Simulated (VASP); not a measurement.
Input of a VASP 6.6.1 run:

The input INCAR:

```
SYSTEM = Ga3Cl
  PREC = Accurate
  ENCUT = 600
  EDIFF = 1E-6
  ISMEAR = 1
  SIGMA = 0.2427
  LREAL = .FALSE.
  LASPH = .TRUE.
  NELM = 60
  ALGO = Normal
  ISIF = 3
  LWAVE = .FALSE.
  LCHARG = .FALSE.
  GGA = PE
  IBRION = 2
  NSW = 60
  EDIFFG = -0.01
```

KPOINTS

```
Automatic mesh
0
G
  5 5 5
  0 0 0
```

The input POSCAR:

```
Ga3Cl
1.0
    0.0000000000      3.9717920000      0.0000000000
    3.9717920000      0.0000000000      0.0000000000
    1.9858960000      1.9858960000     -4.5777650000
Ga Cl
3 1
Direct
    0.5000000000      0.5000000000      0.0000000000
    0.7500000000      0.2500000000      0.5000000000
    0.2500000000      0.7500000000      0.5000000000
    0.0000000000      0.0000000000      0.0000000000
```

Potentials or basis: VASP PAW PBE potentials, release 64 (Ga_d, Cl).

Run with:

```bash
$ cat potpaw_PBE.64/Ga_d/POTCAR potpaw_PBE.64/Cl/POTCAR > POTCAR
$ mpirun -np 1 vasp_std > vasp.out
```

Problem. Estimate the band gap on the k mesh.

Solution. Zero (band 23 reaches 4.95 eV, above the bottom of band 24 at 3.24 eV).

Problem. What does it give for the relaxed volume?

Solution. 23.01 Å³/atom.

Step by step:
```
step  energy change (eV)  largest force (eV/Å)  pressure (GPa)  volume (Å³)
   1              0.0000                0.0000           11.18        72.21
   2             -0.4876                0.0000            1.28        86.19
   3             -0.5034                0.0000           -0.01        89.89
   4             -0.5032                0.0000           -0.15        90.27
   5             -0.5121                0.0000           -0.17        90.38
   6             -0.5393                0.0000           -0.05        90.66
   7             -0.5779                0.0000            0.33        90.94
   8             -0.5779                0.0000            0.37        90.94
   9             -0.5780                0.0000            0.34        90.94
  10             -0.5783                0.0000           -0.28        92.97
  11             -0.5791                0.0000            0.01        92.03
```

Caveat: the volume moved by over 15 % at a fixed basis, so the end points are rough.
